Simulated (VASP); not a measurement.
# W (Im-3m) in VASP: notebook, part 2 of 3

VASP 6.6.1.

## (3) Single point, r2SCAN (volume scaled by 1.06)

The input, POSCAR:

```
W
1.0
   -1.6152915286      1.6152915286      1.6152915286
    1.6152915286     -1.6152915286      1.6152915286
    1.6152915286      1.6152915286     -1.6152915286
W
1
Direct
    0.0000000000      0.0000000000      0.0000000000
```

The input, INCAR.step1:

```
PREC = Accurate ; ENCUT = 520
ISMEAR = 0 ; SIGMA = 0.1
LREAL = False ; LASPH = True
NELM = 80 ; NBANDS = 13
GGA = PE ; ALGO = Normal
EDIFF = 1E-4 ; LWAVE = True
LCHARG = False
```

The input, INCAR.step2:

```
PREC = Accurate ; ENCUT = 520
EDIFF = 1E-6 ; ISMEAR = 0
SIGMA = 0.1 ; LREAL = False
LASPH = True ; NELM = 80
ALGO = Normal ; ISIF = 2
LWAVE = False ; LCHARG = False
METAGGA = R2SCAN ; LMIXTAU = True
NBANDS = 13 ; ISTART = 1
```

The input, KPOINTS:

```
regular mesh
0
Gamma
  18 18 18
```

Potentials or basis: VASP PAW PBE potentials, release 64 (W_sv).

The run is started by

```console
> cat potpaw_PBE.64/W_sv/POTCAR > POTCAR
> cp INCAR.step1 INCAR
> mpirun -np 1 vasp_std > vasp.out
> cp INCAR.step2 INCAR
> mpirun -np 1 vasp_std > vasp.out
```

Wall time 46 s (1 thread of Intel Xeon 6975P-C (Granite Rapids), shared host); peak memory 0.17 GiB.

Results (log left out):

| Item | Value |
| --- | --- |
| Free energy | -51.3034 eV |
| Pressure | -15.4 GPa |
| Band gap on the k mesh | zero (band 7 reaches 15.31 eV, above the bottom of band 8 at 9.23 eV) |

Levels at points of the mesh, in eV from the Fermi level:
```
           k point  band 3  band 4  band 5  band 6  band 7  band 8  band 9  band 10  band 11  band 12
(0.00, 0.00, 0.00)  -39.13  -39.13   -9.76   -1.17   -1.17   -1.17    2.44     2.44    15.14    15.14
(0.50, 0.00, 0.00)  -39.50  -39.13   -6.14   -3.44    0.35    2.24    3.22     5.81    10.69    11.94
(0.50, 0.50, 0.50)  -39.92  -39.92   -5.49   -5.49    4.91    4.91    4.91     8.07     8.07     8.07
```

Caveat: the PAW data sets were made with another functional, which shifts forces and pressure a little; spin-orbit coupling is left out, which moves the levels of the heavy elements.

## (4) Single point, r2SCAN (volume scaled by 1.10)

The input, POSCAR:

```
W
1.0
   -1.6353593138      1.6353593138      1.6353593138
    1.6353593138     -1.6353593138      1.6353593138
    1.6353593138      1.6353593138     -1.6353593138
W
1
Direct
    0.0000000000      0.0000000000      0.0000000000
```

The input, INCAR.step1:

```
PREC     = Accurate       # precision mode
ENCUT    = 520            # plane-wave cutoff, eV
ISMEAR   = 0              # smearing method
SIGMA    = 0.1            # smearing width, eV
LREAL    = F              # projectors in reciprocal space
LASPH    = T              # aspherical terms in the spheres
NELM     = 80             # most SCF steps
NBANDS   = 13             # bands
GGA      = PE             # functional
ALGO     = Normal         # electronic algorithm
EDIFF    = 1E-4           # SCF threshold, eV
LWAVE    = T              # write WAVECAR
LCHARG   = F              # write CHGCAR
```

The input, INCAR.step2:

```
PREC     = Accurate       # precision mode
ENCUT    = 520            # plane-wave cutoff, eV
EDIFF    = 1E-7           # SCF threshold, eV
ISMEAR   = 0              # smearing method
SIGMA    = 0.1            # smearing width, eV
LREAL    = F              # projectors in reciprocal space
LASPH    = T              # aspherical terms in the spheres
NELM     = 80             # most SCF steps
ALGO     = Normal         # electronic algorithm
ISIF     = 2              # what is computed and relaxed
LWAVE    = F              # write WAVECAR
LCHARG   = F              # write CHGCAR
METAGGA  = R2SCAN         # meta-GGA
LMIXTAU  = T            
NBANDS   = 13             # bands
ISTART   = 1
```

The input, KPOINTS:

```
Automatic mesh
0
Gamma
  18 18 18
```

Potentials or basis: VASP PAW PBE potentials, release 64 (W_sv).

The run is started by

```console
> cat potpaw_PBE.64/W_sv/POTCAR > POTCAR
> cp INCAR.step1 INCAR
> mpirun -np 1 vasp_std > vasp.out
> cp INCAR.step2 INCAR
> mpirun -np 1 vasp_std > vasp.out
```

OUTCAR:

```text
PREC = Accurate
   ENCUT = 520
   EDIFF = 1E-7
   ISMEAR = 0
   LREAL = F
   LASPH = T
   NELM = 80
   ISIF = 2
   METAGGA = R2SCAN
   ISTART = 1

 ion  position               nearest neighbor table
   1  0.000  0.000  0.000-

  LATTYP: Found a body centered cubic cell.
 ALAT       =     3.2707186276

  Lattice vectors:

 A1 = (  -1.6353593138,   1.6353593138,   1.6353593138)
 A2 = (   1.6353593138,  -1.6353593138,   1.6353593138)
 A3 = (   1.6353593138,   1.6353593138,  -1.6353593138)

Analysis of symmetry for initial positions (statically):
=====================================================================
 Subroutine PRICEL returns:
 Original cell was already a primitive cell.

 Routine SETGRP: Setting up the symmetry group for a
 body centered cubic supercell.

 Subroutine GETGRP returns: Found 48 space group operations
[... 9 lines left out ...]

 Routine SETGRP: Setting up the symmetry group for a
 body centered cubic supercell.

 Subroutine GETGRP returns: Found 48 space group operations
[... 11 lines left out ...]
                                     Primitive cell

  volume of cell :      17.4944

  direct lattice vectors                    reciprocal lattice vectors
    -1.635359314  1.635359314  1.635359314     0.000000000  0.305743206  0.305743206
     1.635359314 -1.635359314  1.635359314     0.305743206  0.000000000  0.305743206
     1.635359314  1.635359314 -1.635359314     0.305743206  0.305743206  0.000000000

  length of vectors
     2.832525420  2.832525420  2.832525420     0.432386189  0.432386189  0.432386189

  position of ions in fractional coordinates (direct lattice)
     0.000000000  0.000000000  0.000000000

  ion indices of the primitive-cell ions
   primitive index   ion index
                 1           1

----------------------------------------------------------------------------------------

 KPOINTS: Automatic mesh

Automatic generation of k-mesh.
 Grid dimensions read from file:
 generate k-points for:   18   18   18

 Generating k-lattice:

  Cartesian coordinates                     Fractional coordinates (reciprocal lattice)
     0.000000000  0.016985734  0.016985734     0.055555556  0.000000000  0.000000000
     0.016985734  0.000000000  0.016985734     0.000000000  0.055555556  0.000000000
     0.016985734  0.016985734  0.000000000     0.000000000  0.000000000  0.055555556

  Length of vectors
     0.024021455  0.024021455  0.024021455

  Shift w.r.t. Gamma in fractional coordinates (k-lattice)
     0.000000000  0.000000000  0.000000000

 Subroutine IBZKPT returns following result:
 ===========================================

 Found    195 irreducible k-points:

 Following reciprocal coordinates:
            Coordinates               Weight
  0.000000  0.000000  0.000000      1.000000
  0.055556  0.000000  0.000000     12.000000
  0.111111  0.000000  0.000000     12.000000
  0.166667  0.000000  0.000000     12.000000
  0.222222  0.000000  0.000000     12.000000
  0.277778  0.000000  0.000000     12.000000
[... 16 lines left out ...]
  0.333333  0.111111 -0.000000     48.000000
  0.388889  0.111111  0.000000     48.000000
 [... further k-points ...]
   k-points           NKPTS =    195   k-points in BZ     NKDIM =    195   number of bands    NBANDS=     13
   number of dos      NEDOS =    301   number of ions     NIONS =      1
   total plane-waves  NPLWV =  13824
   dimension x,y,z NGX =    24 NGY =   24 NGZ =   24
   dimension x,y,z NGXF=    48 NGYF=   48 NGZF=   48
   ions per type =               1
   NGX,Y,Z   is equivalent  to a cutoff of  14.09, 14.09, 14.09 a.u.
   NGXF,Y,Z  is equivalent  to a cutoff of  28.17, 28.17, 28.17 a.u.
 SYSTEM =  unknown system
   PREC   = accura    normal or accurate (medium, high low for compatibility)
   ISTART =      1    job   : 0-new  1-cont  2-samecut
   ICHARG =      0    charge: 1-file 2-atom 10-const
   ISPIN  =      1    spin polarized calculation?
   LNONCOLLINEAR =      F non collinear calculations
   LSORBIT =      F    spin-orbit coupling
   LASPH  =      T    aspherical Exc in radial PAW
   ENCUT  =  520.0 eV  38.22 Ry    6.18 a.u.   5.27  5.27  5.27*2*pi/ulx,y,z
   NELM   =     80;   NELMIN=  2; NELMDL=  0     # of ELM steps
   EDIFF  = 0.1E-06   stopping-criterion for ELM
   LREAL  =      F    real-space projection
   EDIFFG = 0.1E-05   stopping-criterion for IOM
   NSW    =      0    number of steps for IOM
   IBRION =     -1    ionic relax: 0-MD 1-quasi-New 2-CG
   NFREE  =      0    steps in history (QN), initial steepest desc. (CG)
   ISIF   =      2    stress and relaxation
   ISYM   =      2    0-nonsym 1-usesym 2-fastsym
   POTIM  = 0.5000    time-step for ionic-motion
   TEBEG  =    0.0;   TEEND  =   0.0 temperature during run
   PSTRESS=    0.0 pullay stress
   NELECT =      14.0000    total number of electrons
   NUPDOWN=      -1.0000    fix difference up-down
   EMIN   =  10.00;   EMAX   =-10.00  energy-range for DOS
   EFERMI =   0.00;   METHOD = LEGACY
   ISMEAR =     0;   SIGMA  =   0.10  broadening in eV -4-tet -1-fermi 0-gaus
   EFERMI_NEDOS =   21; number of points for ismear=-14 and -15
   IALGO  =     38    algorithm
   IMIX   =      4    mixing-type and parameters
     AMIX     =   0.40;   BMIX     =  1.00
     AMIX_MAG =   1.60;   BMIX_MAG =  1.00
  volume/ion in A,a.u.               =      17.49       118.06
  Fermi-wavevector in a.u.,A,eV,Ry     =   1.519909  2.872212 31.431147  2.310124
  Thomas-Fermi vector in A             =   2.628831
   LORBIT       =      0    0 simple, 1 ext, 2 COOP (PROOUT), +10 PAW based schemes
   METAGGA = R2SCAN    functional components
   LHFCALC =     F    Hartree Fock is set to
   AEXX    =    0.0000 exact exchange contribution
   IVDW    =     0    specifies the selected vdW correction
   LEPSILON=     F    determine dielectric tensor
   LRPA    =     F    only Hartree local field effects (RPA)
 non-spin polarized calculation
 Gauss-broadening in eV      SIGMA  =   0.10
  energy-cutoff  :      520.00
  volume of cell :       17.49
 maximum number of plane-waves:       480
 NGX is ok and might be reduce to    24
   NGX = 11   NGY = 11   NGZ = 11

 number of electron      13.9999999 magnetization

 Free energy of the ion-electron system (eV)
  ---------------------------------------------------
  ext. energy  EPLUGINS =         0.00000000
  ---------------------------------------------------
  free energy    TOTEN  =       -51.22513890 eV

  energy without entropy =      -51.22152587  energy(sigma->0) =      -51.22333239

 E-fermi :   9.8897     XC(G=0): -14.3315

 val. band max:        9.8838036592   @ k =  -0.2778   0.3333   0.2222
 cond. band min:       9.8925120192   @ k =  -0.1667   0.1667   0.0556
 fundamental gap:      0.0087083600
 Fermi energy:         9.8897253279

 k-point     1 :       0.0000    0.0000    0.0000
  band No.  band energies     occupation
      1     -66.3483      2.00000
      2     -29.3385      2.00000
      3     -29.3385      2.00000
      4     -29.3385      2.00000
      5       0.3527      2.00000
      6       8.7824      2.00000
      7       8.7824      2.00000
      8       8.7824      2.00000
      9      12.2525      0.00000
     10      12.2525      0.00000
     11      24.9436      0.00000
     12      24.9436      0.00000
     13      24.9436      0.00000

 k-point     2 :       0.0556    0.0000    0.0000
  band No.  band energies     occupation
      1     -66.3453      2.00000
      2     -29.3703      2.00000
      3     -29.3486      2.00000
      4     -29.3385      2.00000
      5       0.4919      2.00000
      6       8.6996      2.00000
      7       8.7636      2.00000
      8       8.9142      2.00000
      9      12.1221      0.00000
     10      12.2531      0.00000
     11      25.0553      0.00000
     12      25.1812      0.00000
     13      25.2487      0.00000
[... 321 lines left out ...]
 k-point    23 :       0.3333    0.1111   -0.0000
  band No.  band energies     occupation
      1     -66.2587      2.00000
      2     -30.1976      2.00000
      3     -29.6551      2.00000
      4     -29.3840      2.00000
      5       4.3053      2.00000
      6       6.8881      2.00000
      7       8.4624      2.00000
      8      11.8309      0.00000
      9      12.9530      0.00000
     10      14.7572      0.00000
     11      21.2700      0.00000
     12      23.2385      0.00000
     13      27.0072      0.00000

 k-point    24 :       0.3889    0.1111    0.0000
  band No.  band energies     occupation
      1     -66.2506      2.00000
      2     -30.2661      2.00000
      3     -29.6892      2.00000
      4     -29.3848      2.00000
      5       4.3771      2.00000
      6       6.7528      2.00000
      7       9.0918      2.00000
      8      11.9176      0.00000
      9      13.1264      0.00000
     10      15.6885      0.00000
     11      20.0236      0.00000
     12      22.6075      0.00000
     13      26.0411      0.00000

 [... further k-points ...]
[... 5 lines left out ...]
  --------------------------------------------------------------------------------------
  -------------------------------------------------------------------------------------
  Total       -2.6148131     -2.6148131     -2.6148131      0.0000000      0.0000000     -0.0000000
  in kB     -239.4703121   -239.4703121   -239.4703121      0.0000000      0.0000000     -0.0000000
  external PRESSURE =    -239.4703121 kB  Pullay stress =       0.0000000 kB

 VOLUME and BASIS-vectors are now :
 -----------------------------------------------------------------------------
  energy-cutoff  :      520.00
  volume of cell :       17.49
      direct lattice vectors                 reciprocal lattice vectors
    -1.635359314  1.635359314  1.635359314     0.000000000  0.305743206  0.305743206
     1.635359314 -1.635359314  1.635359314     0.305743206  0.000000000  0.305743206
     1.635359314  1.635359314 -1.635359314     0.305743206  0.305743206  0.000000000

 POSITION                                       TOTAL-FORCE (eV/Angst)
 -----------------------------------------------------------------------------------
      0.00000      0.00000      0.00000         0.000000     -0.000000     -0.000000
 -----------------------------------------------------------------------------------
    total drift:                                0.000000      0.000000     -0.000000

  FREE ENERGIE OF THE ION-ELECTRON SYSTEM (eV)
  ---------------------------------------------------
  free  energy   TOTEN  =       -51.2251388990 eV

  energy  without entropy=      -51.2215258710  energy(sigma->0) =      -51.22333239
```

It took 51 s on 1 thread of Intel Xeon 6975P-C (Granite Rapids), shared host; peak memory 0.17 GiB.

What came out:

```yaml
Free_energy: -51.2251 eV
Pressure: -23.9 GPa
Band_gap_on_the_k_mesh: zero (band 7 reaches 14.55 eV, above the bottom of band 8 at 8.78 eV)
```

Levels at points of the mesh, in eV from the Fermi level:
```tsv
k point	band 3	band 4	band 5	band 6	band 7	band 8	band 9	band 10	band 11	band 12
(0.00, 0.00, 0.00)	-39.23	-39.23	-9.54	-1.11	-1.11	-1.11	2.36	2.36	15.05	15.05
(0.50, 0.00, 0.00)	-39.55	-39.23	-5.90	-3.26	0.26	2.15	3.08	5.51	10.13	11.84
(0.50, 0.50, 0.50)	-39.93	-39.93	-5.20	-5.20	4.66	4.66	4.66	7.79	7.79	7.79
```

Caveat: the PAW data sets were made with another functional, which shifts forces and pressure a little; spin-orbit coupling is left out, which moves the levels of the heavy elements.

(Part 2 of 3 ends here.)
